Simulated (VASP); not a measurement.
Write the native input for VASP 6.6.1 that does the following.

| Quantity | Value |
| --- | --- |
| Task | single point |
| Functional | PBE |
| Potentials or basis | VASP PAW PBE potentials, release 64 (Pt, Al) |
| Cutoff | 520 eV |
| k mesh | 8 × 8 × 8 |
| Occupations | fermi-dirac, width 0.05 eV |
| Spin | no spin polarisation |
| Dipole correction | no |
| Further INCAR settings | ALGO = Normal; EDIFF = 1e-06; NBANDS = 15 |

The structure of Al2Pt lies in POSCAR:

```
Al2Pt
1.0
    0.0000000000      2.9550000000      2.9550000000
    2.9550000000      0.0000000000      2.9550000000
    2.9550000000      2.9550000000      0.0000000000
Pt Al
1 2
Direct
    0.0000000000      0.0000000000      0.0000000000
    0.7500000000      0.7500000000      0.7500000000
    0.2500000000      0.2500000000      0.2500000000
```

The input as run:

INCAR

```
SYSTEM = Al2Pt
  PREC = Accurate
  ENCUT = 520
  EDIFF = 1E-6
  ISMEAR = -1
  SIGMA = 0.05
  LREAL = .FALSE.
  LASPH = .TRUE.
  NELM = 100
  ALGO = Normal
  ISIF = 2
  LWAVE = .FALSE.
  LCHARG = .FALSE.
  GGA = PE
  NBANDS = 15
```

KPOINTS

```
Automatic mesh
0
G
  8 8 8
  0 0 0
```

Potentials or basis: VASP PAW PBE potentials, release 64 (Pt, Al).

The run is started by

```console
$ cat potpaw_PBE.64/Pt/POTCAR potpaw_PBE.64/Al/POTCAR > POTCAR
$ mpirun -np 1 vasp_std > vasp.out
```

Results of the run:

```yaml
Pressure: 2.3 GPa
Band_gap_on_the_k_mesh: zero (band 8 reaches 11.72 eV, above the bottom of band 9 at 6.29 eV)
```

Caveat: spin-orbit coupling is left out, which moves the levels of the heavy elements.

Run time: 11 s on 1 thread of Intel(R) Xeon(R) Platinum 8559C (Emerald Rapids), on a shared host, peak memory 0.17 GiB.
